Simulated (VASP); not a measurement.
# WC (Qusongite): single point with r2SCAN

WC (Qusongite):

```
W C
1.0
     2.88699    0.00000    0.00000
    -1.44350    2.50021    0.00000
     0.00000    0.00000    2.81756
W C
1 1
Direct
  0.00000 0.00000 0.00000
  0.66667 0.33333 0.50000
```

```yaml
Program: VASP 6.6.1
Task: single point
Functional: r2SCAN
Potentials_or_basis: VASP PAW PBE potentials, release 64 (W_sv, C_h)
Cutoff: 910 eV
k_mesh: 10 × 10 × 9
Occupations: fermi-dirac, width 0.05 eV
Spin: no spin polarisation
Dipole_correction: no
Second_run: hard_potentials
Further_INCAR_settings: ALGO = Normal; EDIFF = 1e-06; NBANDS = 16
```

- Pressure: 12.0 GPa
- Band gap on the k mesh: zero (band 9 reaches 12.30 eV, above the bottom of band 10 at 11.04 eV)

Stress tensor (GPa, compression positive):
```
12.21  0.00  0.00
 0.00 12.21  0.00
 0.00  0.00 11.71
```

Levels at points of the mesh, in eV from the Fermi level:
| k point | band 7 | band 8 | band 9 | band 10 | band 11 | band 12 |
| --- | --- | --- | --- | --- | --- | --- |
| (0.00, 0.00, 0.00) | -3.59 | -3.59 | 0.08 | 3.49 | 3.49 | 6.06 |
| (0.50, 0.00, 0.00) | -3.88 | -3.82 | -0.54 | 2.54 | 4.86 | 5.24 |

Run time: 54 s on 1 thread of Intel(R) Xeon(R) 6975P-C (Granite Rapids), with other jobs on the host, peak memory 0.21 GiB.

Caveat: the cutoff is under 1.25 times the usual one of these potentials, so pressure, stress and relaxed cells hold a basis-set (Pulay) error; the PAW data sets were made with another functional, which shifts forces and pressure a little; spin-orbit coupling is left out, which moves the levels of the heavy elements.
